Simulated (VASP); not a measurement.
**BP (ae): single point with PBE**

Crystal: BP (ae).

```xyz
2
Lattice="0.0000 2.3403 2.3403 2.3403 0.0000 2.3403 2.3403 2.3403 0.0000" Properties=species:S:1:pos:R:3 pbc="T T T"
B     0.0000    0.0000    0.0000
P     1.1702    1.1702    1.1702
```

This cell differs from its parent crystal: volume scaled by 1.09.

```json
{
  "Program": "VASP 6.6.1",
  "Task": "single point",
  "Functional": "PBE",
  "Potentials or basis": "VASP PAW PBE potentials, release 64 (B, P)",
  "Cutoff": "500 eV",
  "k mesh": "10 × 10 × 10",
  "Occupations": "gaussian, width 0.02 eV",
  "Spin": "no spin polarisation"
}
```

* Pressure: -12.0 GPa
* Band gap on the k mesh: 1.36 eV, indirect (least direct gap 3.28 eV)

Levels at points of the mesh, in eV from the valence-band top:
```csv
k point,band 2,band 3,band 4,band 5,band 6,band 7
"(0.00, 0.00, 0.00)",0.00,0.00,0.00,3.28,3.28,3.28
"(0.50, 0.00, 0.00)",-8.39,-1.64,-1.64,3.24,4.65,4.65
"(0.50, 0.50, 0.00)",-8.11,-3.78,-3.78,1.50,1.75,11.27
```

It took 11 s on 1 thread of AMD EPYC 9R45 (Zen 5), with other jobs on the host, peak memory 0.1 GiB.

 A k mesh can miss the band edges.
